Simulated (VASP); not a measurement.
**Li2Se: vibrations by perturbation theory with PBEsol**

The system is Li2Se.

```
Li Se
1.0
     2.82795    2.82795    0.00000
    -2.82795    2.82795    0.00000
     0.00000    2.82795    2.82795
Li Se
2 1
Direct
  0.25000 0.75000 0.50000
  0.75000 0.25000 0.50000
  0.00000 0.00000 0.00000
```

- Program: VASP 6.6.1
- Task: vibrations by perturbation theory
- Functional: PBEsol
- Potentials or basis: VASP PAW PBE potentials, release 64 (Li_sv, Se)
- Cutoff: 750 eV
- k mesh: 8 × 8 × 8
- Occupations: gaussian, width 0.01 eV
- Spin: no spin polarisation
- Dipole correction: no
- Further INCAR settings: ALGO = Normal; EDIFF = 1e-08; NBANDS = 13; IBRION = 8; NSW = 1

- Highest phonon frequency at Γ, LO-TO splitting left out: 429 cm⁻¹

Phonon frequencies in cm⁻¹ (negative: imaginary):
| q point | frequencies |
| --- | --- |
| (0.000, 0.000, 0.000) | -1 -1 -1 366 366 366 429 429 429 |

Wall time 5 min on 1 thread of Intel(R) Xeon(R) Platinum 8259CL CPU @ 2.50GHz (Skylake/Cascade Lake), on a shared host, peak memory 0.38 GiB.

Caveat: the cell stands under pressure or tension, which shifts response properties.
